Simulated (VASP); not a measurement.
Wanted: the native input for a VASP 6.6.1 run.

- Task: single point
- Functional: r2SCAN
- Potentials or basis: VASP PAW PBE potentials, release 64 (Hf_pv, N)
- Cutoff: 520 eV
- k mesh: 12 × 12 × 12
- Occupations: gaussian, width 0.05 eV
- Spin: no spin polarisation
- Dipole correction: no
- Further INCAR settings: ALGO = Normal; EDIFF = 1e-06; NBANDS = 14

HfN:

```
CELL_PARAMETERS angstrom
3.10207 0.00000 0.00000
-1.55103 2.68647 0.00000
0.00000 0.00000 2.90255
ATOMIC_POSITIONS crystal
Hf 0.00000 0.00000 0.00000
N 0.66667 0.33333 0.50000
```

The input as run:

POSCAR

```
HfN
1.0
    3.1020656490      0.0000000000      0.0000000000
   -1.5510328245      2.6864676563      0.0000000000
    0.0000000000      0.0000000000      2.9025524185
Hf N
1 1
Direct
    0.0000000000      0.0000000000      0.0000000000
    0.6666666667      0.3333333333      0.5000000000
```

INCAR.step1

```
ALGO     = Normal         # electronic algorithm
EDIFF    = 1E-4           # SCF threshold, eV
ENCUT    = 520            # plane-wave cutoff, eV
GGA      = PE             # functional
ISMEAR   = 0              # smearing method
LASPH    = True           # aspherical terms in the spheres
LCHARG   = False          # write CHGCAR
LREAL    = False          # projectors in reciprocal space
LWAVE    = True           # write WAVECAR
NBANDS   = 14             # bands
NELM     = 100            # most SCF steps
PREC     = Accurate       # precision mode
SIGMA    = 0.05           # smearing width, eV
```

INCAR.step2

```
ALGO     = Normal         # electronic algorithm
EDIFF    = 1E-6           # SCF threshold, eV
ENCUT    = 520            # plane-wave cutoff, eV
ISIF     = 2              # what is computed and relaxed
ISMEAR   = 0              # smearing method
ISTART   = 1            
LASPH    = True           # aspherical terms in the spheres
LCHARG   = False          # write CHGCAR
LMIXTAU  = True         
LREAL    = False          # projectors in reciprocal space
LWAVE    = False          # write WAVECAR
METAGGA  = R2SCAN         # meta-GGA
NBANDS   = 14             # bands
NELM     = 100            # most SCF steps
PREC     = Accurate       # precision mode
SIGMA    = 0.05           # smearing width, eV
```

KPOINTS

```
k-points
0
Gamma
  12 12 12
```

Potentials or basis: VASP PAW PBE potentials, release 64 (Hf_pv, N).

Run with:

```sh
$ cat potpaw_PBE.64/Hf_pv/POTCAR potpaw_PBE.64/N/POTCAR > POTCAR
$ cp INCAR.step1 INCAR
$ mpirun -np 1 vasp_std > vasp.out
$ cp INCAR.step2 INCAR
$ mpirun -np 1 vasp_std > vasp.out
```

It gave:

```json
{"Pressure": "-5.7 GPa", "Band gap on the k mesh": "zero (an odd number of electrons rules out a gap without spin polarisation)"}
```

Caveat: the cell stands under tension; the PAW data sets were made with another functional, which shifts forces and pressure a little; spin-orbit coupling is left out, which moves the levels of the heavy elements.

It took 2.4 min on 1 thread of Intel Xeon 8259CL (shared host), peak memory 0.18 GiB.
